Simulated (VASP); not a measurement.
# Pt (Fmmm) in VASP: further runs, part 2 of 2

VASP 6.6.1. Earlier steps stand in the parts before.

## (3) Single point, LDA (normal strain along x -0.0550, normal strain along z +0.0175)

INCAR

```
SYSTEM = Pt
PREC = Accurate ; ENCUT = 520
EDIFF = 1E-6 ; ISMEAR = 0
SIGMA = 0.15 ; LREAL = .FALSE.
LASPH = .TRUE. ; NELM = 100
ALGO = Fast ; ISIF = 2
LWAVE = .FALSE. ; LCHARG = .TRUE.
GGA = CA ; LELF = .TRUE.
LVHAR = .TRUE. ; NBANDS = 11
```

KPOINTS

```
Automatic mesh
0
G
  20 20 20
  0 0 0
```

POSCAR

```
Pt
1.0
    0.0000000000      1.9468328700      1.9809024452
    1.8397570622      0.0000000000      1.9809024452
    1.8397570622      1.9468328700      0.0000000000
Pt
1
Direct
    0.0000000000      0.0000000000      0.0000000000
```

Potentials or basis: VASP PAW LDA potentials, release 64 (Pt).

The run is started by

```sh
cat potpaw_LDA.64/Pt/POTCAR > POTCAR
mpirun -np 1 vasp_std > vasp.out
```

OUTCAR:

```text
SYSTEM = Pt
   PREC = Accurate
   ENCUT = 520
   EDIFF = 1E-6
   ISMEAR = 0
   LREAL = .FALSE.
   LASPH = .TRUE.
   NELM = 100
   ISIF = 2
   GGA = CA

 ion  position               nearest neighbor table
   1  0.000  0.000  0.000-

  LATTYP: Found a face centered orthorhombic cell.
 ALAT       =     3.6795141244
 B/A-ratio  =     1.0582010582
 C/A-ratio  =     1.0767195767

  Lattice vectors:

 A1 = (   0.0000000000,   1.9468328700,   1.9809024452)
 A2 = (   1.8397570622,   0.0000000000,   1.9809024452)
 A3 = (   1.8397570622,   1.9468328700,   0.0000000000)

Analysis of symmetry for initial positions (statically):
=====================================================================
 Subroutine PRICEL returns:
 Original cell was already a primitive cell.

 Routine SETGRP: Setting up the symmetry group for a
 face centered orthorhombic supercell.

 Subroutine GETGRP returns: Found  8 space group operations
 (whereof  8 operations were pure point group operations)
 out of a pool of  8 trial point group operations.

The static configuration has the point symmetry D_2h.

Analysis of symmetry for dynamics (positions and initial velocities):
=====================================================================
 Subroutine PRICEL returns:
 Original cell was already a primitive cell.

 Routine SETGRP: Setting up the symmetry group for a
 face centered orthorhombic supercell.

 Subroutine GETGRP returns: Found  8 space group operations
 (whereof  8 operations were pure point group operations)
 out of a pool of  8 trial point group operations.

The dynamic configuration has the point symmetry D_2h.

 Subroutine INISYM returns: Found  8 space group operations
 (whereof  8 operations are pure point group operations),
 and found     1 'primitive' translations

----------------------------------------------------------------------------------------

                                     Primitive cell

  volume of cell :      14.1900

  direct lattice vectors                    reciprocal lattice vectors
     0.000000000  1.946832870  1.980902445    -0.271775013  0.256827388  0.252410209
     1.839757062  0.000000000  1.980902445     0.271775013 -0.256827388  0.252410209
     1.839757062  1.946832870  0.000000000     0.271775013  0.256827388 -0.252410209

  length of vectors
     2.777432757  2.703457147  2.678593712     0.451146183  0.451146183  0.451146183

  position of ions in fractional coordinates (direct lattice)
     0.000000000  0.000000000  0.000000000

  ion indices of the primitive-cell ions
   primitive index   ion index
                 1           1

----------------------------------------------------------------------------------------

 KPOINTS: Automatic mesh

Automatic generation of k-mesh.
 Grid dimensions read from file:
 generate k-points for:   20   20   20

 Generating k-lattice:

  Cartesian coordinates                     Fractional coordinates (reciprocal lattice)
    -0.013588751  0.012841369  0.012620510     0.050000000  0.000000000 -0.000000000
     0.013588751 -0.012841369  0.012620510     0.000000000  0.050000000  0.000000000
     0.013588751  0.012841369 -0.012620510    -0.000000000 -0.000000000  0.050000000

  Length of vectors
     0.022557309  0.022557309  0.022557309

  Shift w.r.t. Gamma in fractional coordinates (k-lattice)
     0.000000000  0.000000000  0.000000000

 Subroutine IBZKPT returns following result:
 ===========================================

 Found   1166 irreducible k-points:

 Following reciprocal coordinates:
            Coordinates               Weight
  0.000000  0.000000  0.000000      1.000000
  0.050000  0.000000 -0.000000      8.000000
  0.100000 -0.000000  0.000000      8.000000
  0.150000  0.000000 -0.000000      8.000000
  0.200000 -0.000000  0.000000      8.000000
  0.250000  0.000000  0.000000      8.000000
[... 16 lines left out ...]
 -0.400000  0.050000 -0.000000      8.000000
 -0.350000  0.050000  0.000000      8.000000
 [... further k-points ...]
   k-points           NKPTS =   1166   k-points in BZ     NKDIM =   1166   number of bands    NBANDS=     11
   number of dos      NEDOS =    301   number of ions     NIONS =      1
   total plane-waves  NPLWV =   9600
   dimension x,y,z NGX =    24 NGY =   20 NGZ =   20
   dimension x,y,z NGXF=    48 NGYF=   40 NGZF=   40
   ions per type =               1
   NGX,Y,Z   is equivalent  to a cutoff of  14.37, 12.30, 12.41 a.u.
   NGXF,Y,Z  is equivalent  to a cutoff of  28.73, 24.60, 24.83 a.u.
 SYSTEM =  Pt
   PREC   = accura    normal or accurate (medium, high low for compatibility)
   ISTART =      0    job   : 0-new  1-cont  2-samecut
   ICHARG =      2    charge: 1-file 2-atom 10-const
   ISPIN  =      1    spin polarized calculation?
   LNONCOLLINEAR =      F non collinear calculations
   LSORBIT =      F    spin-orbit coupling
   LASPH  =      T    aspherical Exc in radial PAW
   ENCUT  =  520.0 eV  38.22 Ry    6.18 a.u.   5.16  5.03  4.98*2*pi/ulx,y,z
   NELM   =    100;   NELMIN=  2; NELMDL= -5     # of ELM steps
   EDIFF  = 0.1E-05   stopping-criterion for ELM
   LREAL  =      F    real-space projection
   EDIFFG = 0.1E-04   stopping-criterion for IOM
   NSW    =      0    number of steps for IOM
   IBRION =     -1    ionic relax: 0-MD 1-quasi-New 2-CG
   NFREE  =      0    steps in history (QN), initial steepest desc. (CG)
   ISIF   =      2    stress and relaxation
   ISYM   =      2    0-nonsym 1-usesym 2-fastsym
   POTIM  = 0.5000    time-step for ionic-motion
   TEBEG  =    0.0;   TEEND  =   0.0 temperature during run
   PSTRESS=    0.0 pullay stress
   NELECT =      10.0000    total number of electrons
   NUPDOWN=      -1.0000    fix difference up-down
   EMIN   =  10.00;   EMAX   =-10.00  energy-range for DOS
   EFERMI =   0.00;   METHOD = LEGACY
   ISMEAR =     0;   SIGMA  =   0.15  broadening in eV -4-tet -1-fermi 0-gaus
   EFERMI_NEDOS =   21; number of points for ismear=-14 and -15
   IALGO  =     68    algorithm
   IMIX   =      4    mixing-type and parameters
     AMIX     =   0.40;   BMIX     =  1.00
     AMIX_MAG =   1.60;   BMIX_MAG =  1.00
  volume/ion in A,a.u.               =      14.19        95.76
  Fermi-wavevector in a.u.,A,eV,Ry     =   1.456847  2.753043 28.877067  2.122405
  Thomas-Fermi vector in A             =   2.573718
   LORBIT       =      0    0 simple, 1 ext, 2 COOP (PROOUT), +10 PAW based schemes
   GGA     = CA    functional components
   LHFCALC =     F    Hartree Fock is set to
   AEXX    =    0.0000 exact exchange contribution
   IVDW    =     0    specifies the selected vdW correction
   LEPSILON=     F    determine dielectric tensor
   LRPA    =     F    only Hartree local field effects (RPA)
 non-spin polarized calculation
 RMM-DIIS sequential band-by-band and
 Gauss-broadening in eV      SIGMA  =   0.15
  energy-cutoff  :      520.00
  volume of cell :       14.19
 maximum number of plane-waves:       398
 NGX is ok and might be reduce to    24
   NGX = 11   NGY =  9   NGZ =  9

 number of electron      10.0000000 magnetization

 Free energy of the ion-electron system (eV)
  ---------------------------------------------------
  ext. energy  EPLUGINS =         0.00000000
  ---------------------------------------------------
  free energy    TOTEN  =        -7.47487620 eV

  energy without entropy =       -7.45750152  energy(sigma->0) =       -7.46618886

 E-fermi :  12.3565     XC(G=0): -14.0416

 val. band max:       12.3557319584   @ k =  -0.4500   0.1500   0.4000
 cond. band min:      12.3574338630   @ k =   0.3000  -0.4500   0.0500
 fundamental gap:      0.0017019046
 Fermi energy:        12.3565033409

 k-point     1 :       0.0000    0.0000    0.0000
  band No.  band energies     occupation
      1       1.4211      2.00000
      2       7.7974      2.00000
      3       8.0390      2.00000
      4       8.7228      2.00000
      5      10.0526      2.00000
      6      11.0371      2.00000
      7      26.8671      0.00000
      8      31.2081      0.00000
      9      31.6650      0.00000
     10      33.4058      0.00000
     11      37.8693      0.00000
[... 309 lines left out ...]
 k-point    24 :      -0.3500    0.0500    0.0000
  band No.  band energies     occupation
      1       4.4122      2.00000
      2       7.8441      2.00000
      3       8.7563      2.00000
      4       9.2051      2.00000
      5      11.4594      2.00000
      6      12.3215      1.25880
      7      21.9014      0.00000
      8      27.3020      0.00000
      9      32.1297      0.00000
     10      34.4936      0.00000
     11      37.8012      0.00000

 [... further k-points ...]
[... 5 lines left out ...]
  --------------------------------------------------------------------------------------
  -------------------------------------------------------------------------------------
  Total        1.6934051      1.2994254      0.9966556      0.0000000      0.0000000      0.0000000
  in kB      191.2005815    146.7167455    112.5313326      0.0000000      0.0000000      0.0000000
  external PRESSURE =     150.1495532 kB  Pullay stress =       0.0000000 kB

 VOLUME and BASIS-vectors are now :
 -----------------------------------------------------------------------------
  energy-cutoff  :      520.00
  volume of cell :       14.19
      direct lattice vectors                 reciprocal lattice vectors
     0.000000000  1.946832870  1.980902445    -0.271775013  0.256827388  0.252410209
     1.839757062  0.000000000  1.980902445     0.271775013 -0.256827388  0.252410209
     1.839757062  1.946832870  0.000000000     0.271775013  0.256827388 -0.252410209

 POSITION                                       TOTAL-FORCE (eV/Angst)
 -----------------------------------------------------------------------------------
      0.00000      0.00000      0.00000        -0.000000     -0.000000      0.000000
 -----------------------------------------------------------------------------------
    total drift:                                0.000000      0.000000      0.000000

  FREE ENERGIE OF THE ION-ELECTRON SYSTEM (eV)
  ---------------------------------------------------
  free  energy   TOTEN  =        -7.4748761951 eV

  energy  without entropy=       -7.4575015225  energy(sigma->0) =       -7.46618886
```

OSZICAR:

```text
N       E                     dE             d eps       ncg     rms          rms(c)
DAV:   1     0.391353012527E+02    0.39135E+02   -0.54290E+03 26159   0.852E+02
DAV:   2    -0.729140812183E+01   -0.46427E+02   -0.44653E+02 29361   0.180E+02
DAV:   3    -0.789441795149E+01   -0.60301E+00   -0.59993E+00 30128   0.195E+01
DAV:   4    -0.789668264098E+01   -0.22647E-02   -0.22645E-02 29623   0.140E+00
DAV:   5    -0.789669924464E+01   -0.16604E-04   -0.16604E-04 30232   0.110E-01    0.158E+01
RMM:   6    -0.752983312949E+01    0.36687E+00   -0.32770E-01 25783   0.486E+00    0.825E+00
RMM:   7    -0.747969052166E+01    0.50143E-01   -0.72232E-02 27025   0.241E+00    0.264E+00
RMM:   8    -0.747502599476E+01    0.46645E-02   -0.91555E-03 27450   0.889E-01    0.546E-01
RMM:   9    -0.747486449398E+01    0.16150E-03   -0.80777E-04 29927   0.240E-01    0.825E-02
RMM:  10    -0.747487824418E+01   -0.13750E-04   -0.13204E-04 29732   0.873E-02    0.895E-02
RMM:  11    -0.747489987835E+01   -0.21634E-04   -0.48583E-05 29380   0.537E-02    0.515E-02
RMM:  12    -0.747487611228E+01    0.23766E-04   -0.38019E-05 27496   0.519E-02    0.948E-03
RMM:  13    -0.747487619512E+01   -0.82838E-07   -0.24747E-06 24040   0.113E-02
   1 F= -.74748762E+01 E0= -.74661889E+01  d E =-.173747E-01
```

Run time: 2.1 min. Hardware: 1 thread of Intel Xeon Platinum 8375C at 2.90GHz (Ice Lake), shared host; peak memory 0.28 GiB.

What came out:

```
Free energy            : -7.4749 eV
Pressure               : 15.0 GPa
Band gap on the k mesh : zero (band 5 reaches 13.28 eV, above the bottom of band 6 at 10.48 eV)
```

Caveat: the cell differs from its parent crystal (normal strain along x -0.0550, normal strain along z +0.0175); spin-orbit coupling is left out, which moves the levels of the heavy elements.

## (4) Single point, LDA (normal strain along x -0.0825, normal strain along z +0.0525)

INCAR

```
ALGO = Fast
EDIFF = 1E-6
ENCUT = 520
GGA = CA
ISIF = 2
ISMEAR = 0
LASPH = True
LCHARG = True
LELF = True
LREAL = False
LVHAR = True
LWAVE = False
NBANDS = 11
NELM = 100
PREC = Accurate
SIGMA = 0.15
```

KPOINTS

```
k-points
0
Gamma
  20 20 20
```

POSCAR

```
Pt
1.0
    0.0000000000      1.9468328700      2.0490415957
    1.7862191582      0.0000000000      2.0490415957
    1.7862191582      1.9468328700      0.0000000000
Pt
1
Direct
    0.0000000000      0.0000000000      0.0000000000
```

The run is started by

```sh
cat potpaw_LDA.64/Pt/POTCAR > POTCAR
mpirun -np 1 vasp_std > vasp.out
```

It took 1.8 min on 1 thread of Intel Xeon Platinum 8375C at 2.90GHz (Ice Lake), shared host; peak memory 0.29 GiB.

Results (log left out):

- Free energy: -7.4488 eV
- Pressure: 14.4 GPa
- Band gap on the k mesh: zero (band 5 reaches 13.48 eV, above the bottom of band 6 at 10.44 eV)

Stress tensor (GPa, compression positive):
```
20.32  0.00  0.00
 0.00 17.21  0.00
 0.00  0.00  5.77
```

Levels at points of the mesh, in eV from the Fermi level:
| k point | band 2 | band 3 | band 4 | band 5 | band 6 | band 7 | band 8 | band 9 |
| --- | --- | --- | --- | --- | --- | --- | --- | --- |
| (0.00, 0.00, 0.00) | -4.84 | -4.09 | -3.14 | -2.68 | -0.96 | 14.76 | 18.08 | 19.33 |
| (0.50, 0.00, 0.00) | -4.91 | -3.37 | -0.60 | -0.27 | 0.50 | 6.47 | 13.81 | 18.43 |
| (0.50, 0.50, 0.00) | -7.16 | 0.09 | 0.20 | 0.55 | 0.86 | 7.96 | 12.41 | 13.25 |
| (0.50, 0.00, 0.50) | -7.03 | -0.19 | -0.14 | 1.26 | 1.51 | 9.39 | 11.37 | 12.56 |
| (0.00, 0.50, 0.50) | -7.21 | 0.06 | 0.28 | 0.99 | 3.37 | 10.10 | 10.46 | 11.65 |

Caveat: the cell differs from its parent crystal (normal strain along x -0.0825, normal strain along z +0.0525); spin-orbit coupling is left out, which moves the levels of the heavy elements.

## (5) Single point, LDA (normal strain along x +0.0275, normal strain along z -0.0525)

INCAR

```
PREC = Accurate
ENCUT = 520
EDIFF = 1E-6
ISMEAR = 0
SIGMA = 0.15
LREAL = F
LASPH = T
NELM = 80
ALGO = Fast
ISIF = 2
LWAVE = F
LCHARG = F
NBANDS = 11
```

KPOINTS

```
regular mesh
0
Gamma
  20 20 20
```

POSCAR

```
Pt
1.0
    0.0000000000      1.9468328700      1.8446241443
    2.0003707739      0.0000000000      1.8446241443
    2.0003707739      1.9468328700      0.0000000000
Pt
1
Direct
    0.0000000000      0.0000000000      0.0000000000
```

The run is started by

```sh
cat potpaw_LDA.64/Pt/POTCAR > POTCAR
mpirun -np 1 vasp_std > vasp.out
```

Run time: 2.6 min. Hardware: 1 thread of Intel Xeon Platinum 8375C at 2.90GHz (Ice Lake), shared host; peak memory 0.29 GiB.

Results (log left out):

```yaml
Free_energy: -7.4863 eV
Pressure: 10.5 GPa
Band_gap_on_the_k_mesh: zero (band 5 reaches 13.05 eV, above the bottom of band 6 at 10.25 eV)
```

Stress tensor (GPa, compression positive):
```
 5.90  0.00  0.00
 0.00 10.98  0.00
 0.00  0.00 14.56
```

Levels at points of the mesh, in eV from the Fermi level:
```
           k point  band 3  band 4  band 5  band 6  band 7  band 8
(0.00, 0.00, 0.00)   -4.17   -3.53   -2.30   -1.26   14.57   18.70
(0.50, 0.00, 0.00)   -3.70   -0.65   -0.16    0.30    6.28   13.96
(0.50, 0.50, 0.00)    0.02    0.41    0.75    2.64   10.60   10.67
(0.50, 0.00, 0.50)   -0.04    0.13    0.95    1.52    9.24   11.39
(0.00, 0.50, 0.50)    0.06    0.28    0.76    1.00    8.49   11.96
```

Caveat: the cell differs from its parent crystal (normal strain along x +0.0275, normal strain along z -0.0525); spin-orbit coupling is left out, which moves the levels of the heavy elements.

## (6) Single point, LDA (normal strain along x -0.0550, normal strain along z +0.0350)

INCAR

```
SYSTEM = Pt
PREC = Accurate ; ENCUT = 520
EDIFF = 1E-6 ; ISMEAR = 0
SIGMA = 0.15 ; LREAL = .False.
LASPH = .True. ; NELM = 60
ALGO = Fast ; ISIF = 2
LWAVE = .False. ; LCHARG = .True.
LELF = .True. ; LVHAR = .True.
NBANDS = 11
```

KPOINTS

```
Automatic mesh
0
Gamma
  20 20 20
  0 0 0
```

POSCAR

```
Pt
1.0
    0.0000000000      1.9468328700      2.0149720204
    1.8397570622      0.0000000000      2.0149720204
    1.8397570622      1.9468328700      0.0000000000
Pt
1
Direct
    0.0000000000      0.0000000000      0.0000000000
```

Potentials or basis: VASP PAW LDA potentials, release 64 (Pt).

The run is started by

```sh
cat potpaw_LDA.64/Pt/POTCAR > POTCAR
mpirun -np 1 vasp_std > vasp.out
```

Run time: 2 min. Hardware: 1 thread of Intel Xeon Platinum 8375C at 2.90GHz (Ice Lake), shared host; peak memory 0.29 GiB.

Results (log left out):

```
Free energy            : -7.4862 eV
Pressure               : 9.0 GPa
Band gap on the k mesh : zero (band 5 reaches 12.99 eV, above the bottom of band 6 at 10.18 eV)
```

Stress tensor (GPa, compression positive):
```
13.29  0.00  0.00
 0.00 10.03  0.00
 0.00  0.00  3.61
```

Levels at points of the mesh, in eV from the Fermi level:
| k point | band 1 | band 2 | band 3 | band 4 | band 5 | band 6 | band 7 | band 8 | band 9 | band 10 |
| --- | --- | --- | --- | --- | --- | --- | --- | --- | --- | --- |
| (0.00, 0.00, 0.00) | -10.72 | -4.57 | -4.09 | -3.44 | -2.34 | -1.19 | 14.61 | 18.56 | 19.43 | 21.16 |
| (0.50, 0.00, 0.00) | -7.80 | -4.62 | -3.62 | -0.62 | -0.18 | 0.33 | 6.26 | 13.95 | 18.56 | 20.12 |
| (0.50, 0.50, 0.00) | -7.65 | -7.09 | 0.07 | 0.28 | 0.75 | 0.91 | 8.30 | 12.05 | 12.56 | 21.48 |
| (0.50, 0.00, 0.50) | -7.59 | -7.03 | -0.07 | 0.08 | 1.00 | 1.57 | 9.25 | 11.33 | 12.08 | 21.13 |
| (0.00, 0.50, 0.50) | -7.50 | -7.11 | 0.02 | 0.36 | 0.80 | 2.75 | 10.50 | 10.73 | 10.75 | 20.16 |

Caveat: the cell differs from its parent crystal (normal strain along x -0.0550, normal strain along z +0.0350); spin-orbit coupling is left out, which moves the levels of the heavy elements.

## (7) Overview

| cell | gap on the mesh (eV) | pressure (GPa) |
| --- | --- | --- |
| a = 2.659, b = 2.698, c = 2.791 Å, angles 57.9, 59.3, 62.8°, 1 atom | none | 17.8 |
| a = 2.777, b = 2.703, c = 2.679 Å, angles 62.1, 59.4, 58.5°, 1 atom | none | 15.0 |
| a = 2.826, b = 2.718, c = 2.642 Å, angles 63.6, 59.5, 56.9°, 1 atom | none | 14.4 |
| a = 2.682, b = 2.721, c = 2.791 Å, angles 58.2, 59.6, 62.2°, 1 atom | none | 10.5 |
| a = 2.802, b = 2.729, c = 2.679 Å, angles 62.4, 59.7, 57.9°, 1 atom | none | 9.0 |

Alike in all rows: task single point; level LDA; potentials or basis VASP PAW LDA potentials, release 64 (Pt); no spin polarisation; k mesh 20 × 20 × 20; cutoff (eV) 520; smearing gaussian 0.15 eV.

Caveats: spin-orbit coupling is left out, which moves the levels of the heavy elements.

Total energies depend on the potentials used, so only differences within one code and one set of settings carry meaning.
